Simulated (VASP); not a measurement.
Input of a VASP 6.6.1 run:

File INCAR:

```
  PREC = Accurate
  ENCUT = 520
  EDIFF = 1E-6
  ISMEAR = 0
  SIGMA = 0.15
  LREAL = F
  LASPH = T
  NELM = 100
  ALGO = Fast
  ISIF = 2
  LWAVE = F
  LCHARG = F
  GGA = PE
  NBANDS = 13
```

File KPOINTS:

```
Automatic mesh
0
Gamma
  20 20 20
```

The input POSCAR:

```
W
1.0
   -1.6343519688      1.5600125932      1.5600125932
    1.5600125932     -1.6343519688      1.5600125932
    1.5600125932      1.5600125932     -1.6343519688
W
1
Direct
    0.0000000000      0.0000000000      0.0000000000
```

Potentials or basis: VASP PAW PBE potentials, release 64 (W_sv).

Run with:

```sh
$ cat potpaw_PBE.64/W_sv/POTCAR > POTCAR
$ mpirun -np 1 vasp_std > vasp.out
```

Question: What does it give for the pressure?

Answer: 23.8 GPa.

Question: Predict the band gap on the k mesh.

Answer: Zero (bands 7 and 8 overlap by 6.03 eV).

Stress tensor (GPa, compression positive):
```
23.80 10.42 10.42
10.42 23.80 10.42
10.42 10.42 23.80
```

Caveat: the cell stands under pressure; spin-orbit coupling is left out, which moves the levels of the heavy elements.
